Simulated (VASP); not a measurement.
Here is a VASP 6.6.1 calculation.

File INCAR:

```
SYSTEM = HfSiO4
ALGO     = Normal         ! electronic algorithm
EDIFF    = 1E-6           ! SCF threshold, eV
ENCUT    = 520            ! plane-wave cutoff, eV
GGA      = PE             ! functional
ISIF     = 2              ! what is computed and relaxed
ISMEAR   = -1             ! smearing method
LASPH    = .True.         ! aspherical terms in the spheres
LCHARG   = .False.        ! write CHGCAR
LREAL    = .False.        ! projectors in reciprocal space
LWAVE    = .False.        ! write WAVECAR
NBANDS   = 50             ! bands
NELM     = 60             ! most SCF steps
PREC     = Accurate       ! precision mode
SIGMA    = 0.02           ! smearing width, eV
```

Contents of KPOINTS:

```
k-points
0
Gamma
  6 8 4
  0 0 0
```

File POSCAR:

```
HfSiO4
1.0
    5.3252170150      0.0000000000      0.5257493608
    0.0000000000      3.5800380744      0.0000000000
    0.7210438904      0.0000000000      6.7706105221
Hf O Si
2 8 2
Direct
    0.2664605619      0.2500000000      0.1911761991
    0.7335394381      0.7500000000      0.8088238009
    0.4240533042      0.2500000000      0.8586256727
    0.5759466958      0.7500000000      0.1413743273
    0.1007539931      0.7500000000      0.1576663047
    0.8992460069      0.2500000000      0.8423336953
    0.2963323615      0.2500000000      0.4673339018
    0.7036676385      0.7500000000      0.5326660982
    0.1462864297      0.7500000000      0.7248033332
    0.8537135703      0.2500000000      0.2751966668
    0.2066312141      0.2500000000      0.7105496247
    0.7933687859      0.7500000000      0.2894503753
```

Potentials or basis: VASP PAW PBE potentials, release 64 (Hf_pv, O, Si).

Run with:

```sh
$ cat potpaw_PBE.64/Hf_pv/POTCAR potpaw_PBE.64/O/POTCAR potpaw_PBE.64/Si/POTCAR > POTCAR
$ mpirun -np 1 vasp_std > vasp.out
```

What does it give for the pressure?

5.1 GPa.

Predict the band gap on the k mesh.

4.64 eV, indirect (least direct gap 4.81 eV).

Predict the largest force.

0.380 eV/Å.

Forces in eV/Å, atoms in the order of the input:
```
Hf   0.047  0.000 -0.029
Hf  -0.047  0.000  0.029
O    0.286  0.000  0.243
O   -0.286  0.000 -0.243
O    0.255  0.000 -0.127
O   -0.255  0.000  0.127
O    0.080  0.000 -0.372
O   -0.080  0.000  0.372
O   -0.101  0.000  0.020
O    0.101  0.000 -0.020
Si   0.025  0.000  0.008
Si  -0.025  0.000 -0.008
```

Caveat: spin-orbit coupling is left out, which moves the levels of the heavy elements. A k mesh can miss the band edges.
